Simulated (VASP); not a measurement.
Here is a VASP 6.6.1 calculation.

INCAR

```
PREC     = Accurate       # precision mode
ENCUT    = 520            # plane-wave cutoff, eV
EDIFF    = 1E-6           # SCF threshold, eV
ISMEAR   = 0              # smearing method
SIGMA    = 0.1            # smearing width, eV
LREAL    = F              # projectors in reciprocal space
LASPH    = T              # aspherical terms in the spheres
NELM     = 100            # most SCF steps
ALGO     = Normal         # electronic algorithm
ISIF     = 2              # what is computed and relaxed
LWAVE    = F              # write WAVECAR
LCHARG   = F              # write CHGCAR
GGA      = PE             # functional
NBANDS   = 30             # bands
```

KPOINTS

```
regular mesh
0
Gamma
  6 6 4
```

The input POSCAR:

```
Sc3Te2
1.0
    6.8394734435      0.0000000000      0.0000000000
   -3.4197367217      5.9231577505      0.0000000000
    0.0000000000      0.0000000000      4.3063432717
Sc Te
3 2
Direct
    0.5000000000      0.0000000000      0.0000000000
    0.0000000000      0.5000000000      0.0000000000
    0.5000000000      0.5000000000      0.0000000000
    0.3333333333      0.6666666667      0.5000000000
    0.6666666667      0.3333333333      0.5000000000
```

Potentials or basis: VASP PAW PBE potentials, release 64 (Sc_sv, Te).

The run is started by

```bash
$ cat potpaw_PBE.64/Sc_sv/POTCAR potpaw_PBE.64/Te/POTCAR > POTCAR
$ mpirun -np 1 vasp_std > vasp.out
```

(1) What does it give for the pressure?

Results:

(1) 0.1 GPa.

Caveat: the k points lie up to 0.36 Å⁻¹ apart.
